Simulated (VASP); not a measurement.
Wanted: the native input for a VASP 6.6.1 run.

| Item | Value |
| --- | --- |
| Task | relaxation of cell and atoms |
| Functional | PBE |
| Potentials or basis | VASP PAW PBE potentials, release 64 (Cr_pv, O) |
| Cutoff | 600 eV |
| k mesh | 6 × 6 × 4 |
| Occupations | gaussian, width 0.1 eV |
| Spin | collinear spin, ferrimagnetic start |
| Starting moments | [1.72, -0.17, -0.17] μB |
| Dipole correction | no |
| Further INCAR settings | ALGO = Normal; EDIFF = 1e-07; IBRION = 2; EDIFFG = -0.04; NSW = 90; ISIF = 3 |

The structure of CrO2 lies in POSCAR:

```
CrO2
1.0
    3.5828284453      0.0000000000      0.0000000000
    0.0000000000      3.5828284453      0.0000000000
    0.0000000000      0.0000000000      4.2062452606
Cr O
1 2
Direct
    0.0000000000      0.0000000000      0.0000000000
    0.5000000000      0.0000000000      0.0000000000
    0.0000000000      0.5000000000      0.0000000000
```

This cell differs from its parent crystal: atoms taken out.

These files were run (other wordings do the same):

INCAR

```
ALGO = Normal
EDIFF = 1E-7
EDIFFG = -0.04
ENCUT = 600
GGA = PE
GGA_COMPAT = False
IBRION = 2
ISIF = 3
ISMEAR = 0
ISPIN = 2
LASPH = True
LCHARG = False
LMAXMIX = 4
LORBIT = 11
LREAL = False
LWAVE = False
MAGMOM = 1.72 -0.17 -0.17
NELM = 200
NELMIN = 4
NSW = 90
PREC = Accurate
SIGMA = 0.1
```

KPOINTS

```
k-points
0
Gamma
  6 6 4
```

Potentials or basis: VASP PAW PBE potentials, release 64 (Cr_pv, O).

The run is started by

```bash
$ cat potpaw_PBE.64/Cr_pv/POTCAR potpaw_PBE.64/O/POTCAR > POTCAR
$ mpirun -np 1 vasp_std > vasp.out
```

Results of the run:

The relaxed volume is 18.05 Å³/atom. The relaxed cell is a = 3.587 Å, b = 3.587 Å, c = 4.207 Å, α = 90.00°, β = 90.00°, γ = 90.00° and the space group after relaxing (to 0.1 Å) is P4/mmm (No. 123). The energy gained by relaxing is 0.1 meV/atom and the ionic steps are 3. The pressure after relaxing is 0.0 GPa. The band gap on the k mesh is zero (filled and empty bands overlap). The net moment is 2.00 μB per cell and the site moments are Cr +2.15; O -0.17 μB. The valence electrons inside the program's atomic spheres are Cr 10.93; O 4.99.

Caveat: the k points lie up to 0.37 Å⁻¹ apart in the final cell, too coarse for converged energies and pressures of a metal; the cell differs from its parent crystal (atoms taken out); a cell with one magnetic atom can't hold antiferromagnetic order, which such compounds often take; semilocal functionals often make such compounds metallic where correlation or magnetic order opens a gap, which also shifts bond lengths.

It took 5.5 min on 1 thread of Oxide Virtual Turin-like Processor, with other jobs on the host, peak memory 0.2 GiB.
